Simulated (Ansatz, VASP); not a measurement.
**Two plane-wave programs on Zn3SeS2**

The input INCAR:

```
SYSTEM = Zn3SeS2
  PREC = Accurate
  ENCUT = 600
  EDIFF = 1E-6
  ISMEAR = 0
  SIGMA = 0.02
  LREAL = .FALSE.
  LASPH = .TRUE.
  NELM = 100
  ALGO = Normal
  ISIF = 3
  LWAVE = .FALSE.
  LCHARG = .FALSE.
  GGA = PE
  IBRION = 2
  NSW = 100
  EDIFFG = -0.01
  KPAR = 4
```

KPOINTS

```
regular mesh
0
G
  10 10 10
  0 0 0
```

Contents of POSCAR:

```
Zn3SeS2
1.0
   -1.9566069693      1.9566069693      8.2983049311
    1.9566069693     -1.9566069693      8.2983049311
    1.9566069693      1.9566069693     -8.2983049311
Zn Se S
3 1 2
Direct
    0.6609080371      0.6609080371      0.0000000000
    0.0000000000      0.0000000000      0.0000000000
    0.3390919629      0.3390919629      0.0000000000
    0.7500000000      0.2500000000      0.5000000000
    0.0803145877      0.5803145877      0.5000000000
    0.4196854123      0.9196854123      0.5000000000
```

Input for Ansatz:

```yaml
crystal:
  lattice:
    - [-1.9566069693, 1.9566069693, 8.2983049311]
    - [1.9566069693, -1.9566069693, 8.2983049311]
    - [1.9566069693, 1.9566069693, -8.2983049311]
  atoms:
    - { symbol: Zn, position: [0.6609080371, 0.6609080371, 0.0] }
    - { symbol: Zn, position: [0.0, 0.0, 0.0] }
    - { symbol: Zn, position: [0.3390919629, 0.3390919629, 0.0] }
    - { symbol: Se, position: [0.75, 0.25, 0.5] }
    - { symbol: S, position: [0.0803145877, 0.5803145877, 0.5] }
    - { symbol: S, position: [0.4196854123, 0.9196854123, 0.5] }
basis:
  ecutwfc: 420
kpoints:
  mp_grid: { grid: [10, 10, 10] }
hamiltonian:
  xc: pbe
scf:
  occupations: { method: gaussian, width: 0.02 }
output:
  forces: true
  stress: true
  eigenvalues: true
  write_density: true
  write_potential: true
  elf: true
  volumetric_format: npy
relax:
  adjacent_minimum: "off"
  f_tol: 0.01
  max_steps: 80
  cell: { stress_tol: 0.05 }
```

Alike in both runs: task relaxation of cell and atoms; functional PBE; k mesh 10 × 10 × 10; occupations gaussian, width 0.02 eV; no spin polarisation.

```csv
,VASP,Ansatz
version,VASP 6.6.1,Ansatz 0.2.0
potentials or method,"VASP PAW PBE potentials, release 64 (Zn, Se, S), cutoff 600 eV","scalar-relativistic, plane waves, PAW"
valence electrons in the cell,54,64
```

|  | VASP | Ansatz | Ansatz less VASP |
| --- | --- | --- | --- |
| gap on the k mesh at the Fermi level, each at its own relaxed structure (eV) | 1.62 | 1.63 | +0.009 |
| relaxed volume (Å³/atom) | 21.31 | 21.25 | -0.058 |
| relaxed length of the cell vector where the two differ most in proportion (Å) | 8.765 | 8.757 | -0.0084 |

VASP's potentials hold 54 valence electrons a cell and Ansatz's 64, so a difference there can come from the potentials and not from the codes.
